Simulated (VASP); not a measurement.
A run of VASP 6.6.1 is set up as follows.

File INCAR:

```
  PREC = Accurate
  ENCUT = 520
  EDIFF = 1E-6
  ISMEAR = 0
  SIGMA = 0.01
  LREAL = F
  LASPH = T
  NELM = 100
  ALGO = Normal
  ISIF = 2
  LWAVE = F
  LCHARG = F
  NBANDS = 16
```

KPOINTS

```
regular mesh
0
Gamma
  8 8 4
```

Contents of POSCAR:

```
AlN
1.0
    3.0269946508      0.0000000000      0.0000000000
   -1.5134973254      2.6214542647      0.0000000000
    0.0000000000      0.0000000000      5.0025938609
Al N
2 2
Direct
    0.3333333333      0.6666666667     -0.0009915582
    0.6666666667      0.3333333333      0.4990084418
    0.3333333333      0.6666666667      0.3809915582
    0.6666666667      0.3333333333      0.8809915582
```

Potentials or basis: VASP PAW LDA potentials, release 64 (Al, N).

Command:

```sh
$ cat potpaw_LDA.64/Al/POTCAR potpaw_LDA.64/N/POTCAR > POTCAR
$ mpirun -np 1 vasp_std > vasp.out
```

(1) What does it give for the band gap on the k mesh?

(2) What does it give for the largest force?

(3) Predict the pressure.

## Answers

(1) 4.75 eV, direct.

(2) 0.408 eV/Å.

(3) 7.7 GPa.

Caveat: the cell differs from its parent crystal (in-plane strain -0.02).
